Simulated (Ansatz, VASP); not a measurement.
**Two plane-wave programs on Al**

INCAR

```
  PREC = Accurate
  ENCUT = 520
  EDIFF = 1E-7
  ISMEAR = 0
  SIGMA = 0.15
  LREAL = F
  LASPH = T
  NELM = 100
  ALGO = Fast
  ISIF = 2
  LWAVE = F
  LCHARG = T
  GGA = PS
  LELF = T
  LVHAR = T
  NBANDS = 10
```

Contents of KPOINTS:

```
regular mesh
0
Gamma
  18 18 10
```

Contents of POSCAR:

```
Al
1.0
    2.7300000000      0.0000000000      0.0000000000
   -1.3650000000      2.3642493523      0.0000000000
    0.0000000000      0.0000000000      5.0094000000
Al
2
Direct
    0.6666666667      0.3333333333      0.7500000000
    0.3333333333      0.6666666667      0.2500000000
```

Input for Ansatz:

```yaml
crystal:
  lattice:
    - [2.73, 0.0, 0.0]
    - [-1.365, 2.3642493523, 0.0]
    - [0.0, 0.0, 5.0094]
  atoms:
    - { symbol: Al, position: [0.6666666667, 0.3333333333, 0.75] }
    - { symbol: Al, position: [0.3333333333, 0.6666666667, 0.25] }
basis:
  ecutwfc: 420
kpoints:
  mp_grid: { grid: [18, 18, 10] }
hamiltonian:
  xc: pbesol
  pseudopotentials: { kind: paw, azcp: { folder: soft_1 } }
scf:
  occupations: { method: gaussian, width: 0.15 }
output:
  forces: true
  stress: true
  eigenvalues: true
```

Alike in both runs: task single point; functional PBEsol; k mesh 18 × 18 × 10; occupations gaussian, width 0.15 eV; no spin polarisation.

|  | VASP | Ansatz |
| --- | --- | --- |
| version | VASP 6.6.1 | Ansatz 0.2.0 |
| potentials or method | VASP PAW PBE potentials, release 64 (Al), cutoff 520 eV | scalar-relativistic, plane waves, PAW |
| valence electrons in the cell | 6 | 6 |

|  | VASP | Ansatz | Ansatz less VASP |
| --- | --- | --- | --- |
| gap on the k mesh at the Fermi level (eV) | none | none | - |
| pressure (GPa) | 2.2 | 2.1 | -0.09 |
| traceless stress, the component that is largest in VASP (GPa) | -5.67 | -5.62 | +0.054 |

VASP's potentials were made for PBE, not for PBEsol, and Ansatz warns of the same on its side. A gap of «none» marks a metal or a gap that the smearing closes.
